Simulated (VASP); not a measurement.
# LiBeF3: single point with PBE

LiBeF3:

```
Li Be F
1.0
     2.76776    0.00000    0.00000
     0.00000    2.61433    4.08306
     0.00000   -2.61433    4.08306
Li Be F
1 1 3
Cartesian
  1.3839 0.0000 5.6665
  0.0000 0.0000 0.4471
  0.0000 1.3183 5.3329
  0.0000 -1.3183 5.3329
  1.3839 0.0000 7.7135
```

| Quantity | Value |
| --- | --- |
| Program | VASP 6.6.1 |
| Task | single point |
| Functional | PBE |
| Potentials or basis | VASP PAW PBE potentials, release 64 (Li_sv, Be, F) |
| Cutoff | 520 eV |
| k mesh | 8 × 6 × 6 |
| Occupations | gaussian, width 0.02 eV |
| Spin | no spin polarisation |

```json
{
 "Largest force": "0.042 eV/Å",
 "Band gap on the k mesh": "7.52 eV, indirect (least direct gap 7.56 eV)"
}
```

Forces in eV/Å, atoms in the order of the input:
```
Li   0.000  0.000  0.013
Be   0.000  0.000 -0.025
F    0.000 -0.038  0.019
F    0.000  0.038  0.019
F    0.000  0.000 -0.026
```

Levels at points of the mesh, in eV from the valence-band top:
```tsv
k point	band 11	band 12	band 13	band 14	band 15	band 16
(0.00, 0.00, 0.00)	-0.30	-0.07	-0.04	7.52	11.54	13.13
(0.50, 0.00, 0.00)	-1.11	-0.83	-0.05	12.09	12.34	13.73
(0.00, 0.50, 0.00)	-0.44	-0.25	-0.16	9.34	9.89	12.19
(0.50, 0.50, 0.00)	-0.85	-0.65	-0.54	12.41	12.50	13.70
(0.00, 0.50, 0.50)	-0.38	-0.18	-0.05	9.41	10.87	12.52
(0.50, 0.50, 0.50)	-0.78	-0.74	0.00	11.94	12.83	13.00
```

It took 2.2 min on 1 thread of AMD EPYC 7R43 64-Core Processor (Zen 3) (shared host), peak memory 0.18 GiB.

 A k mesh can miss the band edges.
